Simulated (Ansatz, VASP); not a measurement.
# One calculation of MgO, two programs

File INCAR:

```
SYSTEM = MgO
ALGO = Normal
EDIFF = 1E-6
ENCUT = 840
GGA = PE
GGA_COMPAT = .FALSE.
ISIF = 2
ISMEAR = -1
LASPH = .TRUE.
LCHARG = .FALSE.
LREAL = .FALSE.
LWAVE = .FALSE.
NBANDS = 15
NELM = 120
PREC = Accurate
SIGMA = 0.003
```

Contents of KPOINTS:

```
k-points
0
G
  7 7 7
  0 0 0
```

The input POSCAR:

```
MgO
1.0
    0.0000000000      2.1980000000      2.1980000000
    2.1980000000      0.0000000000      2.1980000000
    2.1980000000      2.1980000000      0.0000000000
Mg O
1 1
Direct
    0.0000000000      0.0000000000      0.0000000000
    0.5000000000      0.5000000000      0.5000000000
```

Input for Ansatz:

```yaml
crystal:
  lattice:
    - [0.0, 2.198, 2.198]
    - [2.198, 0.0, 2.198]
    - [2.198, 2.198, 0.0]
  atoms:
    - { symbol: Mg, position: [0.0, 0.0, 0.0] }
    - { symbol: O, position: [0.5, 0.5, 0.5] }
hamiltonian:
  xc: pbe
  pseudopotentials: { kind: paw }
basis:
  ecutwfc: 420
kpoints:
  mp_grid: { grid: [7, 7, 7] }
scf:
  occupations: { method: fermi_dirac, width: 0.003 }
  lower_state_search: "off"
  algorithm: density_mixing
  max_iter: 70
  mixing: {}
output:
  forces: true
  stress: true
```

Alike in both runs: task single point; functional PBE; k mesh 7 × 7 × 7; occupations fermi-dirac, width 0.003 eV; no spin polarisation.

```csv
,VASP,Ansatz
version,VASP 6.6.1,Ansatz 0.2.0
potentials or method,"VASP PAW PBE potentials, release 64 (Mg_sv, O), cutoff 840 eV","PAW, plane waves, scalar-relativistic"
valence electrons in the cell,16,16
```

|  | VASP | Ansatz | Ansatz less VASP |
| --- | --- | --- | --- |
| pressure (GPa) | -12.1 | -12.0 | +0.11 |

With one functional, cell and mesh, what is left measures potentials, basis and numerics.
